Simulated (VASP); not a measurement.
# LaAgS2 (R-3m) in VASP: single point with r2SCAN

Aim: the single point of LaAgS2 with r2SCAN.

Everything below comes from runs of VASP 6.6.1. Logs are shortened: lines on timing, memory, paths and dates and some standing lists are left out, and cuts for length are marked.

## Step 1: The cell of the first run

The structure is trigonal, space group R-3m (No. 166). Conventional cell: a = 4.260 Å, b = 4.260 Å, c = 17.788 Å, α = 90.00°, β = 90.00°, γ = 120.00°. Within 3.8 Å of Ag (site symmetry -3m) lie 6 S at 2.86 Å. La (site symmetry -3m) has 6 S at 2.89 Å within 3.8 Å. Within 3.8 Å of S (site symmetry 3m) lie 3 Ag at 2.86 Å and 3 La at 2.89 Å.

## Step 2: Single point, r2SCAN

Contents of POSCAR:

```
LaAgS2
1.0
    2.1300357285      1.2297767012      5.9292429281
   -2.1300357285      1.2297767012      5.9292429281
    0.0000000000     -2.4595534024      5.9292429281
Ag La S
1 1 2
Direct
    1.0000000000      0.0000000000      0.0000000000
    0.5000000000      0.5000000000      0.5000000000
    0.2517964128      0.2517964128      0.2517964128
    0.7482035872      0.7482035872      0.7482035872
```

Contents of INCAR.step1:

```
PREC = Accurate
ENCUT = 520
ISMEAR = 0
SIGMA = 0.5
LREAL = F
LASPH = T
NELM = 60
NBANDS = 25
GGA = PE
ALGO = Normal
EDIFF = 1E-4
LWAVE = T
LCHARG = F
```

Contents of INCAR.step2:

```
PREC = Accurate
ENCUT = 520
EDIFF = 1E-7
ISMEAR = 0
SIGMA = 0.5
LREAL = F
LASPH = T
NELM = 60
ALGO = Normal
ISIF = 2
LWAVE = F
LCHARG = T
METAGGA = R2SCAN
LMIXTAU = T
LELF = T
LVHAR = T
NBANDS = 25
ISTART = 1
```

Contents of KPOINTS:

```
regular mesh
0
Gamma
  6 6 6
```

Potentials or basis: VASP PAW PBE potentials, release 64 (Ag, La, S).

Started as:

```bash
cat potpaw_PBE.64/Ag/POTCAR potpaw_PBE.64/La/POTCAR potpaw_PBE.64/S/POTCAR > POTCAR
cp INCAR.step1 INCAR
mpirun -np 1 vasp_std > vasp.out
cp INCAR.step2 INCAR
mpirun -np 1 vasp_std > vasp.out
```

OUTCAR:

```text
PREC = Accurate
   ENCUT = 520
   EDIFF = 1E-7
   ISMEAR = 0
   LREAL = F
   LASPH = T
   NELM = 60
   ISIF = 2
   METAGGA = R2SCAN
   ISTART = 1

 ion  position               nearest neighbor table
   1  0.000  0.000  0.000-   4 2.86   3 2.86   4 2.86   4 2.86   3 2.86   3 2.86
   2  0.500  0.500  0.500-   3 2.89   4 2.89   3 2.89   3 2.89   4 2.89   4 2.89
   3  0.252  0.252  0.252-   1 2.86   1 2.86   1 2.86   2 2.89   2 2.89   2 2.89
   4  0.748  0.748  0.748-   1 2.86   1 2.86   1 2.86   2 2.89   2 2.89   2 2.89

  LATTYP: Found a trigonal (rhomboedric) cell.
 ALAT       =     6.4191373751
 COS(alpha) =     0.7797832079

  Lattice vectors:

 A1 = (   2.1300357285,   1.2297767012,   5.9292429281)
 A2 = (  -2.1300357285,   1.2297767012,   5.9292429281)
 A3 = (   0.0000000000,  -2.4595534024,   5.9292429281)

Analysis of symmetry for initial positions (statically):
=====================================================================
 Subroutine PRICEL returns:
 Original cell was already a primitive cell.

 Routine SETGRP: Setting up the symmetry group for a
 trigonal (rhombohedral) supercell.

 Subroutine GETGRP returns: Found 12 space group operations
 (whereof 12 operations were pure point group operations)
 out of a pool of 12 trial point group operations.

The static configuration has the point symmetry D_3d.

Analysis of symmetry for dynamics (positions and initial velocities):
=====================================================================
 Subroutine PRICEL returns:
 Original cell was already a primitive cell.

 Routine SETGRP: Setting up the symmetry group for a
 trigonal (rhombohedral) supercell.

 Subroutine GETGRP returns: Found 12 space group operations
 (whereof 12 operations were pure point group operations)
 out of a pool of 12 trial point group operations.

The dynamic configuration has the point symmetry D_3d.

 Subroutine INISYM returns: Found 12 space group operations
 (whereof 12 operations are pure point group operations),
 and found     1 'primitive' translations

----------------------------------------------------------------------------------------

                                     Primitive cell

  volume of cell :      93.1888

[... 82 lines left out ...]
 SYSTEM =  unknown system
   PREC   = accura    normal or accurate (medium, high low for compatibility)
   ISTART =      1    job   : 0-new  1-cont  2-samecut
   ICHARG =      0    charge: 1-file 2-atom 10-const
   ISPIN  =      1    spin polarized calculation?
   LNONCOLLINEAR =      F non collinear calculations
   LSORBIT =      F    spin-orbit coupling
   LASPH  =      T    aspherical Exc in radial PAW
   ENCUT  =  520.0 eV  38.22 Ry    6.18 a.u.  11.94 11.94 11.94*2*pi/ulx,y,z
   NELM   =     60;   NELMIN=  2; NELMDL=  0     # of ELM steps
   EDIFF  = 0.1E-06   stopping-criterion for ELM
   LREAL  =      F    real-space projection
   EDIFFG = 0.1E-05   stopping-criterion for IOM
   NSW    =      0    number of steps for IOM
   IBRION =     -1    ionic relax: 0-MD 1-quasi-New 2-CG
   NFREE  =      0    steps in history (QN), initial steepest desc. (CG)
   ISIF   =      2    stress and relaxation
   ISYM   =      2    0-nonsym 1-usesym 2-fastsym
   POTIM  = 0.5000    time-step for ionic-motion
   TEBEG  =    0.0;   TEEND  =   0.0 temperature during run
   PSTRESS=    0.0 pullay stress
   NELECT =      34.0000    total number of electrons
   NUPDOWN=      -1.0000    fix difference up-down
   EMIN   =  10.00;   EMAX   =-10.00  energy-range for DOS
   EFERMI =   0.00;   METHOD = LEGACY
   ISMEAR =     0;   SIGMA  =   0.50  broadening in eV -4-tet -1-fermi 0-gaus
   EFERMI_NEDOS =   21; number of points for ismear=-14 and -15
   IALGO  =     38    algorithm
   IMIX   =      4    mixing-type and parameters
     AMIX     =   0.40;   BMIX     =  1.00
     AMIX_MAG =   1.60;   BMIX_MAG =  1.00
  volume/ion in A,a.u.               =      23.30       157.22
  Fermi-wavevector in a.u.,A,eV,Ry     =   1.169804  2.210610 18.618789  1.368442
  Thomas-Fermi vector in A             =   2.306272
   LORBIT       =      0    0 simple, 1 ext, 2 COOP (PROOUT), +10 PAW based schemes
   METAGGA = R2SCAN    functional components
   LHFCALC =     F    Hartree Fock is set to
   AEXX    =    0.0000 exact exchange contribution
   IVDW    =     0    specifies the selected vdW correction
   LEPSILON=     F    determine dielectric tensor
   LRPA    =     F    only Hartree local field effects (RPA)
 non-spin polarized calculation
 Gauss-broadening in eV      SIGMA  =   0.50
  energy-cutoff  :      520.00
  volume of cell :       93.19
 maximum number of plane-waves:      2526
   NGX = 23   NGY = 23   NGZ = 23

 number of electron      34.0000001 magnetization

 Free energy of the ion-electron system (eV)
  ---------------------------------------------------
  ext. energy  EPLUGINS =         0.00000000
  ---------------------------------------------------
  free energy    TOTEN  =       -73.35348026 eV

  energy without entropy =      -73.35341628  energy(sigma->0) =      -73.35344827

 E-fermi :   6.8886     XC(G=0): -10.5547

 val. band max:        5.5197585348   @ k =   0.3333   0.3333  -0.0000
 cond. band min:       8.2062535779   @ k =   0.5000   0.5000   0.0000
 fundamental gap:      2.6864950431
 Fermi energy:         6.8885902343

 k-point     1 :       0.0000    0.0000    0.0000
  band No.  band energies     occupation
      1     -27.1163      2.00000
      2     -10.8031      2.00000
      3     -10.2697      2.00000
      4     -10.2697      2.00000
      5      -6.8911      2.00000
      6      -5.5063      2.00000
[... 661 lines left out ...]
     24       9.5285      0.00000
     25       9.7279      0.00000

 [... further k-points ...]
[... 5 lines left out ...]
  --------------------------------------------------------------------------------------
  -------------------------------------------------------------------------------------
  Total       -0.1220168     -0.1220168     -0.0914677      0.0000000      0.0000000      0.0000000
  in kB       -2.0978121     -2.0978121     -1.5725863      0.0000000      0.0000000      0.0000000
  external PRESSURE =      -1.9227368 kB  Pullay stress =       0.0000000 kB

 VOLUME and BASIS-vectors are now :
 -----------------------------------------------------------------------------
  energy-cutoff  :      520.00
  volume of cell :       93.19
      direct lattice vectors                 reciprocal lattice vectors
     2.130035728  1.229776701  5.929242928     0.234737847  0.135525959  0.056218532
    -2.130035728  1.229776701  5.929242928    -0.234737847  0.135525959  0.056218532
     0.000000000 -2.459553402  5.929242928     0.000000000 -0.271051918  0.056218532

 POSITION                                       TOTAL-FORCE (eV/Angst)
 -----------------------------------------------------------------------------------
      0.00000      0.00000      0.00000         0.000000     -0.000000      0.000000
      0.00000      0.00000      8.89386        -0.000000      0.000000      0.000000
      0.00000      0.00000      4.47889         0.000000      0.000000     -0.008995
      0.00000      0.00000     13.30884         0.000000      0.000000      0.008995
 -----------------------------------------------------------------------------------
    total drift:                                0.000000      0.000000      0.000000

  FREE ENERGIE OF THE ION-ELECTRON SYSTEM (eV)
  ---------------------------------------------------
  free  energy   TOTEN  =       -73.3534802643 eV

  energy  without entropy=      -73.3534162829  energy(sigma->0) =      -73.35344827
```

OSZICAR.step1:

```text
N       E                     dE             d eps       ncg     rms          rms(c)
DAV:   1     0.293072359769E+03    0.29307E+03   -0.13839E+04  1624   0.176E+03
DAV:   2     0.288553600652E+02   -0.26422E+03   -0.23683E+03  1848   0.306E+02
DAV:   3    -0.185289108403E+02   -0.47384E+02   -0.43135E+02  2231   0.131E+02
DAV:   4    -0.222973377145E+02   -0.37684E+01   -0.36847E+01  2592   0.365E+01
DAV:   5    -0.224594012596E+02   -0.16206E+00   -0.16158E+00  2504   0.616E+00    0.828E+00
DAV:   6    -0.211731162510E+02    0.12863E+01   -0.64831E+00  2403   0.207E+01    0.659E+00
DAV:   7    -0.211721641818E+02    0.95207E-03   -0.12284E+00  2048   0.718E+00    0.419E+00
DAV:   8    -0.211852720347E+02   -0.13108E-01   -0.12316E-01  2703   0.240E+00    0.137E+00
DAV:   9    -0.211902092206E+02   -0.49372E-02   -0.13184E-02  2728   0.919E-01    0.276E-01
DAV:  10    -0.211907526342E+02   -0.54341E-03   -0.18698E-03  2739   0.328E-01    0.169E-01
DAV:  11    -0.211909185410E+02   -0.16591E-03   -0.22852E-04  1976   0.131E-01    0.441E-02
DAV:  12    -0.211909605973E+02   -0.42056E-04   -0.66850E-05  1420   0.928E-02
   1 F= -.21190961E+02 E0= -.21190755E+02  d E =-.410264E-03
```

Run time: 5.9 min. Hardware: 1 thread of Intel Xeon 6975P-C (Granite Rapids), shared host; peak memory 0.42 GiB.

What came out:

```
Free energy            : -73.3535 eV
Pressure               : -0.2 GPa
Largest force          : 0.009 eV/Å
Band gap on the k mesh : 2.69 eV, indirect (least direct gap 2.70 eV)
```

Forces in eV/Å, atoms in the order of the input:
```
Ag   0.000  0.000  0.000
La   0.000  0.000  0.000
S    0.000  0.000 -0.009
S    0.000  0.000  0.009
```

Caveat: the PAW data sets were made with another functional, which shifts forces and pressure a little; spin-orbit coupling is left out, which moves the levels of the heavy elements.
